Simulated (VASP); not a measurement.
# Yb (Im-3m) in VASP: notebook

Yb is run at these levels: PBE; tasks: single point.

Program: VASP 6.6.1. These are calculated values, not measurements. Logs are shortened: lines on timing, memory, paths and dates and some standing lists are left out, and cuts for length are marked.

### Step 1. The cell of the first run

Symmetry: Im-3m, No. 229, cubic system. The conventional cell has a = 4.303 Å, b = 4.303 Å, c = 4.303 Å, α = 90.00°, β = 90.00°, γ = 90.00°. Yb (site symmetry m-3m) has 14 Yb at 3.73 to 4.30 Å within 4.9 Å.

This isn't the form of Yb at room conditions, which is fcc.

### Step 2. Single point, PBE, collinear spin, ferromagnetic start

The input, INCAR:

```
ALGO     = Normal         # electronic algorithm
EDIFF    = 1E-6           # SCF threshold, eV
ENCUT    = 520            # plane-wave cutoff, eV
GGA      = PE             # functional
ISIF     = 2              # what is computed and relaxed
ISMEAR   = -1             # smearing method
ISPIN    = 2              # spin polarisation
LASPH    = True           # aspherical terms in the spheres
LCHARG   = True           # write CHGCAR
LELF     = True           # ELF
LMAXMIX  = 6              # l up to which the mixer works
LORBIT   = 11             # projections on sites
LREAL    = False          # projectors in reciprocal space
LVHAR    = True         
LWAVE    = False          # write WAVECAR
MAGMOM   = 0.2            # initial moments
NBANDS   = 22             # bands
NELM     = 150            # most SCF steps
NUPDOWN  = 0.2            # fixed moment
PREC     = Accurate       # precision mode
SIGMA    = 0.05           # smearing width, eV
```

The input, KPOINTS:

```
k-points
0
Gamma
  7 7 7
```

The input, POSCAR:

```
Yb
1.0
   -2.1514830000      2.1514830000      2.1514830000
    2.1514830000     -2.1514830000      2.1514830000
    2.1514830000      2.1514830000     -2.1514830000
Yb
1
Direct
    0.0000000000      0.0000000000      0.0000000000
```

Potentials or basis: VASP PAW PBE potentials, release 64 (Yb).

Started as:

```
$ cat potpaw_PBE.64/Yb/POTCAR > POTCAR
$ mpirun -np 1 vasp_std > vasp.out
```

OUTCAR:

```text
EDIFF = 1E-6
   ENCUT = 520
   GGA = PE
   ISIF = 2
   ISMEAR = -1
   ISPIN = 2
   LASPH = True
   LORBIT = 11
   LREAL = False
   NELM = 150
   NUPDOWN = 0.2
   PREC = Accurate

 ion  position               nearest neighbor table
   1  0.000  0.000  0.000-

  LATTYP: Found a body centered cubic cell.
 ALAT       =     4.3029660000

  Lattice vectors:

 A1 = (  -2.1514830000,   2.1514830000,   2.1514830000)
 A2 = (   2.1514830000,  -2.1514830000,   2.1514830000)
 A3 = (   2.1514830000,   2.1514830000,  -2.1514830000)

Analysis of symmetry for initial positions (statically):
=====================================================================
 Subroutine PRICEL returns:
 Original cell was already a primitive cell.

 Routine SETGRP: Setting up the symmetry group for a
 body centered cubic supercell.

 Subroutine GETGRP returns: Found 48 space group operations
 (whereof 48 operations were pure point group operations)
 out of a pool of 48 trial point group operations.

The static configuration has the point symmetry O_h .

Analysis of symmetry for dynamics (positions and initial velocities):
=====================================================================
 Subroutine PRICEL returns:
 Original cell was already a primitive cell.

 Routine SETGRP: Setting up the symmetry group for a
 body centered cubic supercell.

 Subroutine GETGRP returns: Found 48 space group operations
 (whereof 48 operations were pure point group operations)
 out of a pool of 48 trial point group operations.

The dynamic configuration has the point symmetry O_h .

Analysis of structural, dynamic, and magnetic symmetry:
=====================================================================
 Subroutine PRICEL returns:
 Original cell was already a primitive cell.

 Routine SETGRP: Setting up the symmetry group for a
 body centered cubic supercell.

 Subroutine GETGRP returns: Found 48 space group operations
 (whereof 48 operations were pure point group operations)
 out of a pool of 48 trial point group operations.

The overall configuration has the point symmetry O_h .

 Subroutine INISYM returns: Found 48 space group operations
 (whereof 48 operations are pure point group operations),
 and found     1 'primitive' translations

----------------------------------------------------------------------------------------

                                     Primitive cell

  volume of cell :      39.8358

  direct lattice vectors                    reciprocal lattice vectors
    -2.151483000  2.151483000  2.151483000     0.000000000  0.232397839  0.232397839
     2.151483000 -2.151483000  2.151483000     0.232397839  0.000000000  0.232397839
     2.151483000  2.151483000 -2.151483000     0.232397839  0.232397839  0.000000000

  length of vectors
     3.726477868  3.726477868  3.726477868     0.328660176  0.328660176  0.328660176

  position of ions in fractional coordinates (direct lattice)
     0.000000000  0.000000000  0.000000000

  ion indices of the primitive-cell ions
   primitive index   ion index
                 1           1

----------------------------------------------------------------------------------------

 KPOINTS: k-points

Automatic generation of k-mesh.
 Grid dimensions read from file:
 generate k-points for:    7    7    7

 Generating k-lattice:

  Cartesian coordinates                     Fractional coordinates (reciprocal lattice)
     0.000000000  0.033199691  0.033199691     0.142857143  0.000000000  0.000000000
     0.033199691  0.000000000  0.033199691     0.000000000  0.142857143  0.000000000
     0.033199691  0.033199691  0.000000000     0.000000000  0.000000000  0.142857143

  Length of vectors
     0.046951454  0.046951454  0.046951454

  Shift w.r.t. Gamma in fractional coordinates (k-lattice)
     0.000000000  0.000000000  0.000000000

 Subroutine IBZKPT returns following result:
 ===========================================

 Found     20 irreducible k-points:

 Following reciprocal coordinates:
            Coordinates               Weight
  0.000000  0.000000  0.000000      1.000000
  0.142857  0.000000  0.000000     12.000000
  0.285714  0.000000  0.000000     12.000000
  0.428571  0.000000  0.000000     12.000000
  0.142857  0.142857  0.000000     24.000000
  0.285714  0.142857  0.000000     48.000000
[... 12 lines left out ...]
 -0.428571 -0.428571  0.285714      8.000000
 -0.428571  0.428571  0.428571      6.000000
   k-points           NKPTS =     20   k-points in BZ     NKDIM =     20   number of bands    NBANDS=     22
   number of dos      NEDOS =    301   number of ions     NIONS =      1
   total plane-waves  NPLWV =  21952
   dimension x,y,z NGX =    28 NGY =   28 NGZ =   28
   dimension x,y,z NGXF=    56 NGYF=   56 NGZF=   56
   ions per type =               1
   NGX,Y,Z   is equivalent  to a cutoff of  12.49, 12.49, 12.49 a.u.
   NGXF,Y,Z  is equivalent  to a cutoff of  24.98, 24.98, 24.98 a.u.
 SYSTEM =  unknown system
   PREC   = accura    normal or accurate (medium, high low for compatibility)
   ISTART =      0    job   : 0-new  1-cont  2-samecut
   ICHARG =      2    charge: 1-file 2-atom 10-const
   ISPIN  =      2    spin polarized calculation?
   LNONCOLLINEAR =      F non collinear calculations
   LSORBIT =      F    spin-orbit coupling
   LASPH  =      T    aspherical Exc in radial PAW
   ENCUT  =  520.0 eV  38.22 Ry    6.18 a.u.   6.93  6.93  6.93*2*pi/ulx,y,z
   NELM   =    150;   NELMIN=  2; NELMDL= -5     # of ELM steps
   EDIFF  = 0.1E-05   stopping-criterion for ELM
   LREAL  =      F    real-space projection
   EDIFFG = 0.1E-04   stopping-criterion for IOM
   NSW    =      0    number of steps for IOM
   IBRION =     -1    ionic relax: 0-MD 1-quasi-New 2-CG
   NFREE  =      0    steps in history (QN), initial steepest desc. (CG)
   ISIF   =      2    stress and relaxation
   ISYM   =      2    0-nonsym 1-usesym 2-fastsym
   POTIM  = 0.5000    time-step for ionic-motion
   TEBEG  =    0.0;   TEEND  =   0.0 temperature during run
   PSTRESS=    0.0 pullay stress
   NELECT =      24.0000    total number of electrons
   NUPDOWN=       0.2000    fix difference up-down
   EMIN   =  10.00;   EMAX   =-10.00  energy-range for DOS
   EFERMI =   0.00;   METHOD = LEGACY
   ISMEAR =    -1;   SIGMA  =   0.05  broadening in eV -4-tet -1-fermi 0-gaus
   EFERMI_NEDOS =   21; number of points for ismear=-14 and -15
   IALGO  =     38    algorithm
   IMIX   =      4    mixing-type and parameters
     AMIX     =   0.40;   BMIX     =  1.00
     AMIX_MAG =   1.60;   BMIX_MAG =  1.00
  volume/ion in A,a.u.               =      39.84       268.83
  Fermi-wavevector in a.u.,A,eV,Ry     =   1.382677  2.612880 26.011550  1.911795
  Thomas-Fermi vector in A             =   2.507346
   LORBIT       =     11    0 simple, 1 ext, 2 COOP (PROOUT), +10 PAW based schemes
   GGA     = PE    functional components
   LHFCALC =     F    Hartree Fock is set to
   AEXX    =    0.0000 exact exchange contribution
   IVDW    =     0    specifies the selected vdW correction
   LEPSILON=     F    determine dielectric tensor
   LRPA    =     F    only Hartree local field effects (RPA)
 spin polarized calculation
  energy-cutoff  :      520.00
  volume of cell :       39.84
 maximum number of plane-waves:      1085
   NGX = 13   NGY = 13   NGZ = 13

 number of electron      24.0000000 magnetization       0.2000000

 Free energy of the ion-electron system (eV)
  ---------------------------------------------------
  ext. energy  EPLUGINS =         0.00000000
  ---------------------------------------------------
  free energy    TOTEN  =        -3.52793965 eV

  energy without entropy =       -3.50631877  energy(sigma->0) =       -3.51712921

 E-fermi :   1.1691     XC(G=0):  -9.0033

 val. band max:        1.3147833109   @ k =  -0.4286  -0.4286   0.1429
 cond. band min:       1.2317842472   @ k =  -0.4286   0.4286   0.4286
 fundamental gap:     -0.0829990638
 Fermi energy:         1.3820618692

 spin component 1

 k-point     1 :       0.0000    0.0000    0.0000
  band No.  band energies     occupation
      1     -50.5949      1.00000
      2     -22.8309      1.00000
      3     -22.8309      1.00000
      4     -22.8309      1.00000
      5      -3.7299      1.00000
      6       0.7921      0.99999
[... 14 lines left out ...]
     21      16.7160      0.00000
     22      16.7160      0.00000

 k-point     2 :       0.1429    0.0000    0.0000
  band No.  band energies     occupation
      1     -50.5928      1.00000
      2     -22.8775      1.00000
      3     -22.8463      1.00000
      4     -22.8308      1.00000
      5      -3.2851      1.00000
      6       0.7948      0.99999
[... 14 lines left out ...]
     21      14.2459      0.00000
     22      14.3859      0.00000
[... 408 lines left out ...]
      6       0.7938      0.99999
[... 14 lines left out ...]
     21      14.8506      0.00000
     22      14.8506      0.00000

 k-point    20 :      -0.4286    0.4286    0.4286
  band No.  band energies     occupation
      1     -50.5759      1.00000
      2     -23.0033      1.00000
      3     -22.9957      1.00000
      4     -22.9957      1.00000
      5       0.7968      0.99999
      6       0.8014      0.99999
[... 14 lines left out ...]
     21      15.1301      0.00000
     22      15.3599      0.00000
 Fermi energy:         1.1691308298

 spin component 2

 k-point     1 :       0.0000    0.0000    0.0000
  band No.  band energies     occupation
      1     -50.5560      1.00000
      2     -22.7937      1.00000
      3     -22.7937      1.00000
      4     -22.7937      1.00000
      5      -3.5922      1.00000
      6       0.8443      0.99849
[... 14 lines left out ...]
     21      16.8167      0.00000
     22      16.8167      0.00000

 k-point     2 :       0.1429    0.0000    0.0000
  band No.  band energies     occupation
      1     -50.5539      1.00000
      2     -22.8401      1.00000
      3     -22.8091      1.00000
      4     -22.7936      1.00000
      5      -3.1474      1.00000
      6       0.8474      0.99840
[... 14 lines left out ...]
     21      14.3704      0.00000
     22      14.5533      0.00000
[... 423 lines left out ...]
     21      14.9866      0.00000
     22      14.9866      0.00000

 k-point    20 :      -0.4286    0.4286    0.4286
  band No.  band energies     occupation
      1     -50.5370      1.00000
      2     -22.9660      1.00000
      3     -22.9585      1.00000
      4     -22.9585      1.00000
      5       0.8403      0.99861
      6       0.8669      0.99764
[... 14 lines left out ...]
     21      15.2650      0.00000
     22      15.4877      0.00000

------------------------ aborting loop because EDIFF is reached ----------------------------------------

  FORCE on cell =-STRESS in cart. coord.  units (eV):
  Direction    XX          YY          ZZ          XY          YZ          ZX
  --------------------------------------------------------------------------------------
  -------------------------------------------------------------------------------------
  Total       -0.5977619     -0.5977619     -0.5977619      0.0000000      0.0000000     -0.0000000
  in kB      -24.0416925    -24.0416925    -24.0416925      0.0000000      0.0000000     -0.0000000
  external PRESSURE =     -24.0416925 kB  Pullay stress =       0.0000000 kB

 VOLUME and BASIS-vectors are now :
 -----------------------------------------------------------------------------
  energy-cutoff  :      520.00
  volume of cell :       39.84
      direct lattice vectors                 reciprocal lattice vectors
    -2.151483000  2.151483000  2.151483000     0.000000000  0.232397839  0.232397839
     2.151483000 -2.151483000  2.151483000     0.232397839  0.000000000  0.232397839
     2.151483000  2.151483000 -2.151483000     0.232397839  0.232397839  0.000000000

 POSITION                                       TOTAL-FORCE (eV/Angst)
 -----------------------------------------------------------------------------------
      0.00000      0.00000      0.00000        -0.000000      0.000000     -0.000000
 -----------------------------------------------------------------------------------
    total drift:                               -0.000000     -0.000000     -0.000000

  FREE ENERGIE OF THE ION-ELECTRON SYSTEM (eV)
  ---------------------------------------------------
  free  energy   TOTEN  =        -3.5279396467 eV

  energy  without entropy=       -3.5063187659  energy(sigma->0) =       -3.51712921

 total charge

# of ion       s       p       d       f       tot
--------------------------------------------------
    1        2.213   5.979   0.230  13.633  22.053

 magnetization (x)

# of ion       s       p       d       f       tot
--------------------------------------------------
    1       -0.001   0.012   0.029   0.056   0.096
```

Wall time 3.6 min (1 thread of Intel Xeon 8259CL, shared host); peak memory 0.2 GiB.

Results:

```
Free energy                                           : -3.5279 eV
Pressure                                              : -2.4 GPa
Net moment                                            : 0.20 μB per cell
Site moments                                          : Yb +0.10 μB
Valence electrons inside the program's atomic spheres : Yb 22.05
```

Caveat: spin-orbit coupling is left out, which moves the levels of the heavy elements; the total moment is fixed, so each spin has its own Fermi level.

### Step 3. Single point, PBE, collinear spin, ferromagnetic start

The input, INCAR:

```
SYSTEM = Yb
PREC = Accurate
ENCUT = 520
EDIFF = 1E-6
ISMEAR = -1
SIGMA = 0.05
LREAL = .False.
LASPH = .True.
NELM = 150
ALGO = Normal
ISIF = 2
LWAVE = .False.
LCHARG = .False.
ISPIN = 2
MAGMOM = 0.5
LORBIT = 11
NUPDOWN = 0.5
LMAXMIX = 6
GGA = PE
NBANDS = 22
```

The input, KPOINTS:

```
regular mesh
0
Gamma
  7 7 7
  0 0 0
```

POSCAR is that of step 2.

Potentials or basis: VASP PAW PBE potentials, release 64 (Yb).

Started as:

```
$ cat potpaw_PBE.64/Yb/POTCAR > POTCAR
$ mpirun -np 1 vasp_std > vasp.out
```

Run time: 3.5 min. Hardware: 1 thread of Intel Xeon 8259CL, shared host; peak memory 0.2 GiB.

Results (log left out):

```yaml
Free_energy: -3.4805 eV
Pressure: -2.0 GPa
Net_moment: 0.50 μB per cell
Site_moments: Yb +0.24 μB
Valence_electrons_inside_the_program's_atomic_spheres: Yb 22.04
```

Caveat: spin-orbit coupling is left out, which moves the levels of the heavy elements; the total moment is fixed, so each spin has its own Fermi level. The state reached can hang on the start; a lower one may exist.

### Step 4. Single point, PBE, collinear spin, ferromagnetic start

The input, INCAR:

```
SYSTEM = Yb
PREC     = Accurate       ! precision mode
ENCUT    = 520            ! plane-wave cutoff, eV
EDIFF    = 1E-6           ! SCF threshold, eV
ISMEAR   = -1             ! smearing method
SIGMA    = 0.05           ! smearing width, eV
LREAL    = .FALSE.        ! projectors in reciprocal space
LASPH    = .TRUE.         ! aspherical terms in the spheres
NELM     = 150            ! most SCF steps
ALGO     = Normal         ! electronic algorithm
ISIF     = 2              ! what is computed and relaxed
LWAVE    = .FALSE.        ! write WAVECAR
LCHARG   = .FALSE.        ! write CHGCAR
ISPIN    = 2              ! spin polarisation
MAGMOM   = 0.8            ! initial moments
LORBIT   = 11             ! projections on sites
NUPDOWN  = 0.8            ! fixed moment
LMAXMIX  = 6              ! l up to which the mixer works
GGA      = PE             ! functional
NBANDS   = 22             ! bands
```

The input, KPOINTS:

```
Automatic mesh
0
G
  7 7 7
  0 0 0
```

POSCAR is that of step 3.

Started as:

```
$ cat potpaw_PBE.64/Yb/POTCAR > POTCAR
$ mpirun -np 1 vasp_std > vasp.out
```

Run time: 2.8 min. Hardware: 1 thread of Intel Xeon 8259CL, shared host; peak memory 0.2 GiB.

It converged, with:

```yaml
Free_energy: -3.4063 eV
Pressure: -2.2 GPa
Net_moment: 0.80 μB per cell
Site_moments: Yb +0.36 μB
Valence_electrons_inside_the_program's_atomic_spheres: Yb 22.02
```

Caveat: spin-orbit coupling is left out, which moves the levels of the heavy elements; the total moment is fixed, so each spin has its own Fermi level. The state reached can hang on the start; a lower one may exist.

### Step 5. Single point, PBE, collinear spin, ferromagnetic start

The input, INCAR:

```
ALGO = Normal
EDIFF = 1E-6
ENCUT = 520
GGA = PE
ISIF = 2
ISMEAR = -1
ISPIN = 2
LASPH = True
LCHARG = True
LELF = True
LMAXMIX = 6
LORBIT = 11
LREAL = False
LVHAR = True
LWAVE = False
MAGMOM = 1
NBANDS = 22
NELM = 150
NUPDOWN = 1.0
PREC = Accurate
SIGMA = 0.05
```

The input, KPOINTS:

```
k-points
0
Gamma
  7 7 7
```

POSCAR is that of step 4.

Started as:

```
$ cat potpaw_PBE.64/Yb/POTCAR > POTCAR
$ mpirun -np 1 vasp_std > vasp.out
```

Run time: 1.9 min. Hardware: 1 thread of Intel Xeon 8259CL, shared host; peak memory 0.2 GiB.

Results (log left out):

```
Free energy                                           : -3.3423 eV
Pressure                                              : -1.4 GPa
Net moment                                            : 1.00 μB per cell
Site moments                                          : Yb +0.45 μB
Valence electrons inside the program's atomic spheres : Yb 22.01
```

Caveat: spin-orbit coupling is left out, which moves the levels of the heavy elements; the total moment is fixed, so each spin has its own Fermi level. The state reached can hang on the start; a lower one may exist.

### Step 6. Single point, PBE, collinear spin, ferromagnetic start

The input, INCAR:

```
  PREC = Accurate
  ENCUT = 520
  EDIFF = 1E-6
  ISMEAR = -1
  SIGMA = 0.05
  LREAL = F
  LASPH = T
  NELM = 150
  ALGO = Normal
  ISIF = 2
  LWAVE = F
  LCHARG = F
  ISPIN = 2
  MAGMOM = 1.2
  LORBIT = 11
  NUPDOWN = 1.2
  LMAXMIX = 6
  GGA = PE
  NBANDS = 22
```

The input, KPOINTS:

```
regular mesh
0
Gamma
  7 7 7
```

POSCAR is that of step 5.

Potentials or basis: VASP PAW PBE potentials, release 64 (Yb).

Started as:

```
$ cat potpaw_PBE.64/Yb/POTCAR > POTCAR
$ mpirun -np 1 vasp_std > vasp.out
```

Wall time 1.7 min (1 thread of Intel Xeon 8259CL, shared host); peak memory 0.2 GiB.

Results (log left out):

```yaml
Free_energy: -3.2558 eV
Pressure: -1.7 GPa
Net_moment: 1.20 μB per cell
Site_moments: Yb +0.53 μB
Valence_electrons_inside_the_program's_atomic_spheres: Yb 22.00
```

Caveat: spin-orbit coupling is left out, which moves the levels of the heavy elements; the total moment is fixed, so each spin has its own Fermi level. The state reached can hang on the start; a lower one may exist.

### Step 7. Summary

```tsv
fixed moment (μB)	pressure (GPa)	moment (μB)
0.2	-2.4	0.20
0.5	-2.0	0.50
0.8	-2.2	0.80
1.0	-1.4	1.00
1.2	-1.7	1.20
```

Alike in all rows: task single point; level PBE; potentials or basis VASP PAW PBE potentials, release 64 (Yb); spin collinear, ferromagnetic start; cell as given; k mesh 7 × 7 × 7; cutoff (eV) 520; smearing fermi-dirac 0.05 eV.

Caveats: spin-orbit coupling is left out, which moves the levels of the heavy elements; the total moment is fixed, so each spin has its own Fermi level.

Total energies depend on the potentials used, so only differences within one code and one set of settings carry meaning.
